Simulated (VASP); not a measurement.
Here is a VASP 6.6.1 calculation.

INCAR

```
SYSTEM = Cd4Te3O
PREC = Accurate ; ENCUT = 520
EDIFF = 1E-6 ; ISMEAR = 0
SIGMA = 0.2 ; LREAL = .False.
LASPH = .True. ; NELM = 100
ALGO = Normal ; ISIF = 2
LWAVE = .False. ; LCHARG = .False.
GGA = PE ; NBANDS = 46
```

File KPOINTS:

```
regular mesh
0
Gamma
  4 4 4
  0 0 0
```

POSCAR

```
Cd4Te3O
1.0
    6.2632481487      0.0000000000      0.0000000000
    0.0000000000      6.2632481487      0.0000000000
   -3.1316240743     -3.1316240743      6.1264363539
Cd Te O
4 3 1
Direct
    0.0989225197      0.0989225197      0.7839329653
    0.6850104457      0.6850104457      0.7839329653
    0.9010774803      0.3149895543      0.2160670347
    0.3149895543      0.9010774803      0.2160670347
    0.7500000000      0.2500000000      0.5000000000
    0.2500000000      0.7500000000      0.5000000000
    0.5000000000      0.5000000000      1.0000000000
    1.0000000000      1.0000000000      1.0000000000
```

Potentials or basis: VASP PAW PBE potentials, release 64 (Cd, Te, O).

Launch:

```sh
$ cat potpaw_PBE.64/Cd/POTCAR potpaw_PBE.64/Te/POTCAR potpaw_PBE.64/O/POTCAR > POTCAR
$ mpirun -np 1 vasp_std > vasp.out
```

Problem. What does it give for the pressure?

Solution. 0.3 GPa.

Problem. Estimate the largest force.

Solution. 0.034 eV/Å.

Forces in eV/Å, atoms in the order of the input:
```
Cd   0.021  0.021 -0.017
Cd  -0.021 -0.021 -0.017
Cd  -0.021  0.021  0.017
Cd   0.021 -0.021  0.017
Te   0.000  0.000  0.000
Te   0.000  0.000  0.000
Te   0.000  0.000  0.000
O    0.000  0.000  0.000
```
